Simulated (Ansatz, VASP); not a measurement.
Two plane-wave programs on CuCNO

Contents of INCAR:

```
SYSTEM = CuCNO
  ALGO = Normal
  EDIFF = 1E-7
  ENCUT = 520
  GGA = PE
  ISIF = 2
  ISMEAR = 0
  LASPH = .TRUE.
  LCHARG = .TRUE.
  LELF = .TRUE.
  LREAL = .FALSE.
  LVHAR = .TRUE.
  LWAVE = .FALSE.
  NBANDS = 21
  NELM = 100
  PREC = Accurate
  SIGMA = 0.1
```

File KPOINTS:

```
k-points
0
G
  12 12 14
  0 0 0
```

POSCAR

```
CuCNO
1.0
    2.5274977037     -2.8277428737      0.0000000000
    2.5274977037      2.8277428737      0.0000000000
    0.0000000000      0.0000000000      3.2419241911
Cu C N O
1 1 1 1
Direct
    0.0000000000      0.0000000000      0.0000000000
    0.5000000000      0.5000000000      0.0000000000
    0.0000000000      0.0000000000      0.5000000000
    0.5000000000      0.5000000000      0.5000000000
```

Input for Ansatz:

```yaml
crystal:
  lattice:
    - [2.5274977037, -2.8277428737, 0.0]
    - [2.5274977037, 2.8277428737, 0.0]
    - [0.0, 0.0, 3.2419241911]
  atoms:
    - { symbol: Cu, position: [0.0, 0.0, 0.0] }
    - { symbol: C, position: [0.5, 0.5, 0.0] }
    - { symbol: "N", position: [0.0, 0.0, 0.5] }
    - { symbol: O, position: [0.5, 0.5, 0.5] }
basis:
  ecutwfc: 420
kpoints:
  mp_grid: { grid: [12, 12, 14] }
hamiltonian:
  xc: pbe
scf:
  occupations: { method: gaussian, width: 0.1 }
output:
  forces: true
  stress: true
  eigenvalues: true
```

Alike in both runs: task single point; functional PBE; k mesh 12 × 12 × 14; occupations gaussian, width 0.1 eV; no spin polarisation.

|  | VASP | Ansatz |
| --- | --- | --- |
| version | VASP 6.6.1 | Ansatz 0.2.0 |
| potentials or method | VASP PAW PBE potentials, release 64 (Cu, C, N, O), cutoff 520 eV | scalar-relativistic, plane waves, PAW |
| valence electrons in the cell | 26 | 34 |

VASP gave:

| Property | Result |
| --- | --- |
| gap on the k mesh at the Fermi level (eV) | none |
| pressure (GPa) | 6.6 |
| traceless stress, the component that is largest in VASP (GPa) | 4.96 |

Q: What did Ansatz give for the same quantities?

A: gap on the k mesh at the Fermi level (eV): none; pressure (GPa): 6.7; traceless stress, the component that is largest in VASP (GPa): 5.01.

A gap of «none» marks a metal or a gap that the smearing closes. With one functional, cell and mesh, what is left measures potentials, basis and numerics. VASP's potentials hold 26 valence electrons a cell and Ansatz's 34, so a difference there can come from the potentials and not from the codes.
